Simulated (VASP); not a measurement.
Input of a VASP 6.6.1 run:

INCAR

```
SYSTEM = ZnSe
PREC     = Accurate       ! precision mode
ENCUT    = 600            ! plane-wave cutoff, eV
EDIFF    = 1E-8           ! SCF threshold, eV
ISMEAR   = 0              ! smearing method
SIGMA    = 0.01           ! smearing width, eV
LREAL    = .FALSE.        ! projectors in reciprocal space
LASPH    = .TRUE.         ! aspherical terms in the spheres
NELM     = 80             ! most SCF steps
ALGO     = Normal         ! electronic algorithm
ISIF     = 3              ! what is computed and relaxed
LWAVE    = .FALSE.        ! write WAVECAR
LCHARG   = .TRUE.         ! write CHGCAR
GGA      = CA             ! functional
NBANDS   = 16             ! bands
IBRION   = 6              ! ionic algorithm
NFREE    = 2            
POTIM    = 0.015          ! step
NSW      = 1              ! ionic steps
```

KPOINTS

```
Automatic mesh
0
G
  10 10 10
  0 0 0
```

Contents of POSCAR:

```
ZnSe
1.0
    0.0000000000      2.6071828360      2.6071828360
    2.6071828360      0.0000000000      2.6071828360
    2.6071828360      2.6071828360      0.0000000000
Zn Se
1 1
Direct
    0.0000000000      0.0000000000      0.0000000000
    0.7500000000      0.7500000000      0.7500000000
```

Potentials or basis: VASP PAW LDA potentials, release 64 (Zn, Se).

Command:

```sh
$ cat potpaw_LDA.64/Zn/POTCAR potpaw_LDA.64/Se/POTCAR > POTCAR
$ mpirun -np 1 vasp_std > vasp.out
```

Q: Estimate the elastic constants C11, C12, C44.

A: 158, 135, 34 GPa.

Q: Estimate the Voigt bulk modulus.

A: 142 GPa.

Q: Predict the highest phonon frequency at Γ, LO-TO splitting left out.

A: 301 cm⁻¹.

Elastic tensor in Voigt notation (GPa, in the Cartesian axes of the cell as first typed):
```
158 135 135   0   0   0
135 158 135   0   0   0
135 135 158   0   0   0
  0   0   0  34   0   0
  0   0   0   0  34   0
  0   0   0   0   0  34
```

Caveat: the cell is under stress, which shifts elastic constants.
